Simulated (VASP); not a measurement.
# In3Sb2As (P3m1) in VASP: a series of runs

Runs on In3Sb2As. Level: PBE. Tasks: single point, relaxation of cell and atoms.

Program: VASP 6.6.1. These are calculated values, not measurements. Logs are shortened: lines on timing, memory, paths and dates and some standing lists are left out, and cuts for length are marked.

## Step 1: The cell of the first run

Symmetry: P3m1, No. 156, trigonal system. The conventional cell has a = 4.393 Å, b = 4.393 Å, c = 10.609 Å, α = 90.00°, β = 90.00°, γ = 120.00°. In (site symmetry 3m) has 6 Sb at 3.09 to 4.09 Å and 3 As at 3.20 Å and 1 In at 3.40 Å within 4.1 Å. In (site symmetry 3m) has 3 Sb at 3.01 Å and 4 In at 3.10 to 3.40 Å within 4.0 Å. In (site symmetry 3m) has 9 In at 3.10 to 4.39 Å and 6 Sb at 3.37 to 4.25 Å and 1 As at 3.48 Å within 4.4 Å. Sb (site symmetry 3m) has 3 As at 2.83 Å and 3 In at 3.37 Å within 3.7 Å. Within 4.0 Å of Sb (site symmetry 3m) lie 6 In at 3.01 to 3.09 Å. As (site symmetry 3m) has 3 Sb at 2.83 Å and 4 In at 3.20 to 3.48 Å within 3.7 Å.

The cell was generated, and may not be a known phase.

## Step 2: Single point, PBE

Contents of INCAR:

```
PREC = Accurate
ENCUT = 520
EDIFF = 1E-6
ISMEAR = 0
SIGMA = 0.2
LREAL = False
LASPH = True
NELM = 80
ALGO = Normal
ISIF = 2
LWAVE = False
LCHARG = True
GGA = PE
LELF = True
LVHAR = True
NBANDS = 36
```

Contents of KPOINTS:

```
regular mesh
0
Gamma
  4 4 2
```

Contents of POSCAR:

```
In3Sb2As
1.0
    4.3930454331      0.0000000027      0.0000000000
   -2.1965227188      3.8044889437      0.0000000000
    0.0000000000      0.0000000000     10.6094841871
In Sb As
3 2 1
Direct
    0.6666666667      0.3333333333      0.4149748117
    0.6666666667      0.3333333333      0.0944101082
    0.0000000000      0.0000000000      0.9267771288
    0.3333333333      0.6666666667      0.7170451451
    0.3333333333      0.6666666667      0.2478664447
    0.0000000000      0.0000000000      0.5989263514
```

Potentials or basis: VASP PAW PBE potentials, release 64 (In_d, Sb, As).

Run with:

```
cat potpaw_PBE.64/In_d/POTCAR potpaw_PBE.64/Sb/POTCAR potpaw_PBE.64/As/POTCAR > POTCAR
mpirun -np 1 vasp_std > vasp.out
```

OUTCAR:

```text
PREC = Accurate
   ENCUT = 520
   EDIFF = 1E-6
   ISMEAR = 0
   LREAL = False
   LASPH = True
   NELM = 80
   ISIF = 2
   GGA = PE

 ion  position               nearest neighbor table
   1  0.667  0.333  0.415-   5 3.09   5 3.09   5 3.09   6 3.20   6 3.20   6 3.20   2 3.40
   2  0.667  0.333  0.094-   5 3.01   5 3.01   5 3.01   3 3.10   3 3.10   3 3.10   1 3.40
   3  0.000  0.000  0.927-   2 3.10   2 3.10   2 3.10   4 3.37   4 3.37   4 3.37
   4  0.333  0.667  0.717-   6 2.83   6 2.83   6 2.83   3 3.37   3 3.37   3 3.37
   5  0.333  0.667  0.248-   2 3.01   2 3.01   2 3.01   1 3.09   1 3.09   1 3.09
   6  0.000  0.000  0.599-   4 2.83   4 2.83   4 2.83   1 3.20   1 3.20   1 3.20

  LATTYP: Found a hexagonal cell.
 ALAT       =     4.3930454331
 C/A-ratio  =     2.4150636156

  Lattice vectors:

 A1 = (   4.3930454331,   0.0000000027,   0.0000000000)
 A2 = (  -2.1965227188,   3.8044889437,   0.0000000000)
 A3 = (   0.0000000000,   0.0000000000,  10.6094841871)

Analysis of symmetry for initial positions (statically):
=====================================================================
 Subroutine PRICEL returns:
 Original cell was already a primitive cell.

 Routine SETGRP: Setting up the symmetry group for a
 hexagonal supercell.

 Subroutine GETGRP returns: Found  6 space group operations
 (whereof  6 operations were pure point group operations)
 out of a pool of 24 trial point group operations.

The static configuration has the point symmetry C_3v.

Analysis of symmetry for dynamics (positions and initial velocities):
=====================================================================
 Subroutine PRICEL returns:
 Original cell was already a primitive cell.

 Routine SETGRP: Setting up the symmetry group for a
 hexagonal supercell.

 Subroutine GETGRP returns: Found  6 space group operations
 (whereof  6 operations were pure point group operations)
 out of a pool of 24 trial point group operations.

The dynamic configuration has the point symmetry C_3v.

 Subroutine INISYM returns: Found  6 space group operations
 (whereof  6 operations are pure point group operations),
 and found     1 'primitive' translations

----------------------------------------------------------------------------------------

                                     Primitive cell

  volume of cell :     177.3194

  direct lattice vectors                    reciprocal lattice vectors
     4.393045433  0.000000003  0.000000000     0.227632519  0.131423697  0.000000000
    -2.196522719  3.804488944  0.000000000    -0.000000000  0.262847393  0.000000000
     0.000000000  0.000000000 10.609484187     0.000000000  0.000000000  0.094255289

  length of vectors
     4.393045433  4.393045433 10.609484187     0.262847393  0.262847393  0.094255289

  position of ions in fractional coordinates (direct lattice)
     0.666666667  0.333333333  0.414974812
     0.666666667  0.333333333  0.094410108
     0.000000000  0.000000000  0.926777129
     0.333333333  0.666666667  0.717045145
     0.333333333  0.666666667  0.247866445
     0.000000000  0.000000000  0.598926351

  ion indices of the primitive-cell ions
   primitive index   ion index
                 1           1
                 2           2
                 3           3
                 4           4
                 5           5
                 6           6

----------------------------------------------------------------------------------------

 KPOINTS: regular mesh

Automatic generation of k-mesh.
 Grid dimensions read from file:
 generate k-points for:    4    4    2

 Generating k-lattice:

  Cartesian coordinates                     Fractional coordinates (reciprocal lattice)
     0.056908130  0.032855924  0.000000000     0.250000000  0.000000000  0.000000000
    -0.000000000  0.065711848  0.000000000     0.000000000  0.250000000  0.000000000
     0.000000000  0.000000000  0.047127645     0.000000000  0.000000000  0.500000000

  Length of vectors
     0.065711848  0.065711848  0.047127645

  Shift w.r.t. Gamma in fractional coordinates (k-lattice)
     0.000000000  0.000000000  0.000000000

 Subroutine IBZKPT returns following result:
 ===========================================

 Found      8 irreducible k-points:

 Following reciprocal coordinates:
            Coordinates               Weight
  0.000000  0.000000  0.000000      1.000000
  0.250000  0.000000  0.000000      6.000000
  0.500000  0.000000  0.000000      3.000000
  0.250000  0.250000  0.000000      6.000000
  0.000000  0.000000  0.500000      1.000000
  0.250000  0.000000  0.500000      6.000000
  0.500000  0.000000  0.500000      3.000000
  0.250000  0.250000  0.500000      6.000000
   k-points           NKPTS =      8   k-points in BZ     NKDIM =      8   number of bands    NBANDS=     36
   number of dos      NEDOS =    301   number of ions     NIONS =      6
   total plane-waves  NPLWV = 103680
   dimension x,y,z NGX =    36 NGY =   36 NGZ =   80
   dimension x,y,z NGXF=    72 NGYF=   72 NGZF=  160
   ions per type =               3   2   1
   NGX,Y,Z   is equivalent  to a cutoff of  13.62, 13.62, 12.54 a.u.
   NGXF,Y,Z  is equivalent  to a cutoff of  27.25, 27.25, 25.07 a.u.
 SYSTEM =  unknown system
   PREC   = accura    normal or accurate (medium, high low for compatibility)
   ISTART =      0    job   : 0-new  1-cont  2-samecut
   ICHARG =      2    charge: 1-file 2-atom 10-const
   ISPIN  =      1    spin polarized calculation?
   LNONCOLLINEAR =      F non collinear calculations
   LSORBIT =      F    spin-orbit coupling
   LASPH  =      T    aspherical Exc in radial PAW
   ENCUT  =  520.0 eV  38.22 Ry    6.18 a.u.   8.17  8.17 19.73*2*pi/ulx,y,z
   NELM   =     80;   NELMIN=  2; NELMDL= -5     # of ELM steps
   EDIFF  = 0.1E-05   stopping-criterion for ELM
   LREAL  =      F    real-space projection
   EDIFFG = 0.1E-04   stopping-criterion for IOM
   NSW    =      0    number of steps for IOM
   IBRION =     -1    ionic relax: 0-MD 1-quasi-New 2-CG
   NFREE  =      0    steps in history (QN), initial steepest desc. (CG)
   ISIF   =      2    stress and relaxation
   ISYM   =      2    0-nonsym 1-usesym 2-fastsym
   POTIM  = 0.5000    time-step for ionic-motion
   TEBEG  =    0.0;   TEEND  =   0.0 temperature during run
   PSTRESS=    0.0 pullay stress
   NELECT =      54.0000    total number of electrons
   NUPDOWN=      -1.0000    fix difference up-down
   EMIN   =  10.00;   EMAX   =-10.00  energy-range for DOS
   EFERMI =   0.00;   METHOD = LEGACY
   ISMEAR =     0;   SIGMA  =   0.20  broadening in eV -4-tet -1-fermi 0-gaus
   EFERMI_NEDOS =   21; number of points for ismear=-14 and -15
   IALGO  =     38    algorithm
   IMIX   =      4    mixing-type and parameters
     AMIX     =   0.40;   BMIX     =  1.00
     AMIX_MAG =   1.60;   BMIX_MAG =  1.00
  volume/ion in A,a.u.               =      29.55       199.44
  Fermi-wavevector in a.u.,A,eV,Ry     =   1.101423  2.081387 16.505660  1.213132
  Thomas-Fermi vector in A             =   2.237850
   LORBIT       =      0    0 simple, 1 ext, 2 COOP (PROOUT), +10 PAW based schemes
   GGA     = PE    functional components
   LHFCALC =     F    Hartree Fock is set to
   AEXX    =    0.0000 exact exchange contribution
   IVDW    =     0    specifies the selected vdW correction
   LEPSILON=     F    determine dielectric tensor
   LRPA    =     F    only Hartree local field effects (RPA)
 non-spin polarized calculation
 Gauss-broadening in eV      SIGMA  =   0.20
  energy-cutoff  :      520.00
  volume of cell :      177.32
 maximum number of plane-waves:      4797
 NGX is ok and might be reduce to    36
   NGX = 17   NGY = 17   NGZ = 39

 number of electron      54.0000008 magnetization

 Free energy of the ion-electron system (eV)
  ---------------------------------------------------
  ext. energy  EPLUGINS =         0.00000000
  ---------------------------------------------------
  free energy    TOTEN  =       -20.32121488 eV

  energy without entropy =      -20.27667346  energy(sigma->0) =      -20.29894417

 E-fermi :   6.1316     XC(G=0):  -9.4315

 val. band max:        6.1247972427   @ k =   0.5000   0.0000   0.0000
 cond. band min:       6.1737677157   @ k =   0.5000   0.0000   0.5000
 fundamental gap:      0.0489704729
 Fermi energy:         6.1315925504

 k-point     1 :       0.0000    0.0000    0.0000
  band No.  band energies     occupation
      1      -8.8113      2.00000
      2      -8.8113      2.00000
      3      -8.7123      2.00000
      4      -8.6843      2.00000
      5      -8.6843      2.00000
      6      -8.5328      2.00000
[... 28 lines left out ...]
     35       9.8466      0.00000
     36      10.2561      0.00000

 k-point     2 :       0.2500    0.0000    0.0000
  band No.  band energies     occupation
      1      -8.8017      2.00000
      2      -8.7809      2.00000
      3      -8.7054      2.00000
      4      -8.6742      2.00000
      5      -8.6567      2.00000
      6      -8.5480      2.00000
[... 28 lines left out ...]
     35      10.1253      0.00000
     36      10.1831      0.00000

 k-point     3 :       0.5000    0.0000    0.0000
  band No.  band energies     occupation
      1      -8.7925      2.00000
      2      -8.7208      2.00000
      3      -8.7127      2.00000
      4      -8.6447      2.00000
      5      -8.6252      2.00000
      6      -8.5974      2.00000
[... 28 lines left out ...]
     35      10.0419      0.00000
     36      11.0323      0.00000

 k-point     4 :       0.2500    0.2500    0.0000
  band No.  band energies     occupation
      1      -8.8052      2.00000
      2      -8.7174      2.00000
      3      -8.6814      2.00000
      4      -8.6724      2.00000
      5      -8.6338      2.00000
      6      -8.5676      2.00000
[... 28 lines left out ...]
     35      10.6190      0.00000
     36      11.2414      0.00000

 k-point     5 :       0.0000    0.0000    0.5000
  band No.  band energies     occupation
      1      -8.8113      2.00000
      2      -8.8113      2.00000
      3      -8.7134      2.00000
      4      -8.6842      2.00000
      5      -8.6842      2.00000
      6      -8.5299      2.00000
[... 28 lines left out ...]
     35       9.8826      0.00000
     36      10.5053      0.00000

 k-point     6 :       0.2500    0.0000    0.5000
  band No.  band energies     occupation
      1      -8.8018      2.00000
      2      -8.7807      2.00000
      3      -8.7059      2.00000
      4      -8.6745      2.00000
      5      -8.6566      2.00000
      6      -8.5479      2.00000
[... 28 lines left out ...]
     35      10.2371      0.00000
     36      10.9295      0.00000

 k-point     7 :       0.5000    0.0000    0.5000
  band No.  band energies     occupation
      1      -8.7926      2.00000
      2      -8.7213      2.00000
      3      -8.7128      2.00000
      4      -8.6461      2.00000
      5      -8.6252      2.00000
      6      -8.5938      2.00000
[... 28 lines left out ...]
     35      10.4059      0.00000
     36      11.2648      0.00000

 k-point     8 :       0.2500    0.2500    0.5000
  band No.  band energies     occupation
      1      -8.8055      2.00000
      2      -8.7172      2.00000
      3      -8.6820      2.00000
      4      -8.6723      2.00000
      5      -8.6340      2.00000
      6      -8.5658      2.00000
[... 28 lines left out ...]
     35      10.2051      0.00000
     36      10.7817      0.00000

------------------------ aborting loop because EDIFF is reached ----------------------------------------

  FORCE on cell =-STRESS in cart. coord.  units (eV):
  Direction    XX          YY          ZZ          XY          YZ          ZX
  --------------------------------------------------------------------------------------
  -------------------------------------------------------------------------------------
  Total       -0.0672181     -0.0672181      0.0326117     -0.0000000      0.0000000      0.0000000
  in kB       -0.6073517     -0.6073517      0.2946645     -0.0000000      0.0000000      0.0000000
  external PRESSURE =      -0.3066797 kB  Pullay stress =       0.0000000 kB

 VOLUME and BASIS-vectors are now :
 -----------------------------------------------------------------------------
  energy-cutoff  :      520.00
  volume of cell :      177.32
      direct lattice vectors                 reciprocal lattice vectors
     4.393045433  0.000000003  0.000000000     0.227632519  0.131423697  0.000000000
    -2.196522719  3.804488944  0.000000000    -0.000000000  0.262847393  0.000000000
     0.000000000  0.000000000 10.609484187     0.000000000  0.000000000  0.094255289

 POSITION                                       TOTAL-FORCE (eV/Angst)
 -----------------------------------------------------------------------------------
      2.19652      1.26816      4.40267        -0.000000      0.000000     -0.006814
      2.19652      1.26816      1.00164         0.000000     -0.000000     -0.006095
      0.00000      0.00000      9.83263         0.000000      0.000000      0.011584
     -0.00000      2.53633      7.60748         0.000000      0.000000     -0.002654
     -0.00000      2.53633      2.62974        -0.000000     -0.000000      0.028219
      0.00000      0.00000      6.35430         0.000000     -0.000000     -0.024240
 -----------------------------------------------------------------------------------
    total drift:                               -0.000000     -0.000000     -0.001676

  FREE ENERGIE OF THE ION-ELECTRON SYSTEM (eV)
  ---------------------------------------------------
  free  energy   TOTEN  =       -20.3212148771 eV

  energy  without entropy=      -20.2766734625  energy(sigma->0) =      -20.29894417
```

It took 41 s on 1 thread of Intel Xeon Platinum 8488C (Sapphire Rapids), shared host; peak memory 0.32 GiB.

What came out:

```
Free energy            : -20.3212 eV
Pressure               : 0.0 GPa
Largest force          : 0.028 eV/Å
Band gap on the k mesh : zero (bands 27 and 28 overlap by 0.38 eV)
```

Forces in eV/Å, atoms in the order of the input:
```
In   0.000  0.000 -0.007
In   0.000  0.000 -0.006
In   0.000  0.000  0.012
Sb   0.000  0.000 -0.003
Sb   0.000  0.000  0.028
As   0.000  0.000 -0.024
```

Stress tensor (GPa, compression positive):
```
-0.06  0.00  0.00
 0.00 -0.06  0.00
 0.00  0.00  0.03
```

Levels at points of the mesh, in eV from the Fermi level:
| k point | band 23 | band 24 | band 25 | band 26 | band 27 | band 28 | band 29 | band 30 | band 31 | band 32 |
| --- | --- | --- | --- | --- | --- | --- | --- | --- | --- | --- |
| (0.00, 0.00, 0.00) | -2.44 | -0.36 | -0.34 | -0.34 | 0.13 | 0.61 | 0.61 | 1.87 | 2.33 | 2.33 |
| (0.50, 0.00, 0.00) | -3.30 | -2.38 | -2.06 | -1.76 | -1.62 | -0.01 | 0.36 | 0.99 | 1.66 | 2.96 |
| (0.00, 0.00, 0.50) | -2.44 | -1.01 | -0.34 | -0.34 | 0.37 | 0.60 | 0.60 | 1.77 | 2.30 | 2.30 |
| (0.50, 0.00, 0.50) | -3.60 | -3.47 | -1.74 | -1.58 | -0.80 | 0.04 | 0.92 | 1.08 | 1.63 | 2.02 |

Caveat: the k points lie up to 0.41 Å⁻¹ apart; semilocal functionals underestimate gaps, and a narrow one can read as zero; spin-orbit coupling is left out, which moves the levels of the heavy elements.

## Step 3: Relaxation of cell and atoms, PBE

This run uses another cell than the first one, of 27.53 Å³/atom.

Contents of INCAR:

```
PREC     = Accurate       # precision mode
ENCUT    = 600            # plane-wave cutoff, eV
EDIFF    = 1E-6           # SCF threshold, eV
ISMEAR   = 0              # smearing method
SIGMA    = 0.2            # smearing width, eV
LREAL    = F              # projectors in reciprocal space
LASPH    = T              # aspherical terms in the spheres
NELM     = 80             # most SCF steps
ALGO     = Normal         # electronic algorithm
ISIF     = 3              # what is computed and relaxed
LWAVE    = F              # write WAVECAR
LCHARG   = F              # write CHGCAR
GGA      = PE             # functional
IBRION   = 2              # ionic algorithm
NSW      = 36             # ionic steps
EDIFFG   = -0.08          # ionic threshold
```

KPOINTS is that of step 2.

Contents of POSCAR:

```
In3Sb2As
1.0
    4.7773177900      0.0000000000      0.0000000000
   -2.3886589000      4.1372785700      0.0000000000
    0.0000000000      0.0000000000      8.3580599500
In Sb As
3 2 1
Direct
    0.6666666700      0.3333333300      0.4828771100
    0.6666666700      0.3333333300      0.0384091600
    0.0000000000      0.0000000000      0.9609857200
    0.3333333300      0.6666666700      0.7320593600
    0.3333333300      0.6666666700      0.2631288500
    0.0000000000      0.0000000000      0.5225397900
```

Potentials or basis: VASP PAW PBE potentials, release 64 (In_d, Sb, As).

Run with:

```
cat potpaw_PBE.64/In_d/POTCAR potpaw_PBE.64/Sb/POTCAR potpaw_PBE.64/As/POTCAR > POTCAR
mpirun -np 1 vasp_std > vasp.out
```

Wall time 17 min (1 thread of Intel Xeon Platinum 8488C (Sapphire Rapids), shared host); peak memory 0.36 GiB.

Results (log left out):

```yaml
Free_energy: -20.1540 eV
Relaxed_volume: 26.58 Å³/atom
Relaxed_cell: a = 5.122 Å, b = 5.122 Å, c = 7.021 Å, α = 90.00°, β = 90.00°, γ = 120.00°
Space_group_after_relaxing_to_0.1_Å: P3m1 (No. 156)
Energy_gained_by_relaxing: 144.9 meV/atom
Ionic_steps: 34
Pressure_after_relaxing: -0.2 GPa
Largest_force_after_relaxing: 0.063 eV/Å
Band_gap_on_the_k_mesh: zero (bands 27 and 28 overlap by 2.06 eV)
```

Forces in eV/Å, atoms in the order of the input:
```
In   0.000  0.000 -0.063
In   0.000  0.000  0.025
In   0.000  0.000 -0.035
Sb   0.000  0.000  0.063
Sb   0.000  0.000  0.010
As   0.000  0.000  0.000
```

Stress tensor (GPa, compression positive):
```
-0.13  0.00  0.00
 0.00 -0.13  0.00
 0.00  0.00 -0.36
```

Step by step:
```tsv
step	energy change (eV)	largest force (eV/Å)	pressure (GPa)	volume (Å³)
1	0.0000	0.6290	0.67	165.20
2	-0.0739	0.5389	-0.35	167.95
3	-0.1253	0.4179	-2.75	176.16
4	-0.1321	0.4159	-2.22	174.06
5	-0.1760	0.4175	-2.02	172.68
6	-0.2876	0.4315	-1.31	168.50
7	-0.2530	1.2374	1.29	159.91
8	-0.3314	0.4601	-0.76	165.98
9	-0.3425	0.6390	0.04	163.06
10	-0.3456	0.5131	-0.31	164.26
11	-0.3816	0.5220	-0.02	162.93
12	-0.4336	0.6821	1.08	159.08
13	-0.4698	0.6007	0.75	159.94
14	-0.5337	0.6553	0.01	162.50
15	-0.5409	0.8058	-0.24	163.72
16	-0.5958	0.5468	-0.36	163.75
17	-0.6307	0.2374	-0.42	163.80
18	-0.6437	0.2506	0.02	161.91
19	-0.6502	0.2687	0.61	159.55
20	-0.6588	0.2472	0.47	159.64
21	-0.6741	0.2497	0.09	159.89
22	-0.6752	0.2842	-0.05	159.98
23	-0.6893	0.2734	-0.22	159.94
24	-0.7080	0.3616	-0.60	159.84
25	-0.7262	0.3531	-0.02	157.58
26	-0.7377	0.3319	0.96	154.29
27	-0.7510	0.3137	0.97	154.15
28	-0.7853	0.2486	1.05	153.75
29	-0.8099	0.2667	1.26	152.93
30	-0.8338	0.2650	-0.11	157.36
31	-0.8339	0.2670	-0.22	157.79
32	-0.8467	0.2426	-0.09	157.68
33	-0.8627	0.1632	0.37	157.30
34	-0.8695	0.0631	-0.21	159.49
```

Final structure:
```xyz
6
Lattice="5.1218 0.0000 0.0000 -2.5609 4.4356 0.0000 0.0000 0.0000 7.0206" Properties=species:S:1:pos:R:3 pbc="T T T"
In    2.5609    1.4785    3.9341
In    2.5609    1.4785    0.6665
In    0.0000    0.0000    6.2784
Sb    0.0000    2.9571    5.1166
Sb    0.0000    2.9571    1.9887
As    5.1218    0.0000    3.0775
```

Levels at points of the mesh, in eV from the Fermi level:
| k point | band 25 | band 26 | band 27 | band 28 | band 29 | band 30 |
| --- | --- | --- | --- | --- | --- | --- |
| (0.00, 0.00, 0.00) | -1.85 | -0.76 | -0.76 | -0.65 | 0.07 | 1.11 |
| (0.50, 0.00, 0.00) | -1.44 | -1.33 | -0.26 | 1.02 | 1.39 | 2.28 |
| (0.00, 0.00, 0.50) | -1.68 | -1.64 | -1.15 | -1.15 | -0.51 | 0.37 |
| (0.50, 0.00, 0.50) | -1.36 | -1.12 | -0.58 | 1.31 | 1.57 | 1.77 |

Caveat: the k points lie up to 0.45 Å⁻¹ apart in the final cell, too coarse for converged energies and pressures of a metal; a cell axis changed by over 15 % at a fixed basis, so the end point is rough; spin-orbit coupling is left out, which moves the levels of the heavy elements; the relaxation stopped at a loose force limit of 0.08 eV/Å, so its end isn't a converged minimum.

The gap in the log of VASP goes by the Fermi energy; the results here count the filled bands.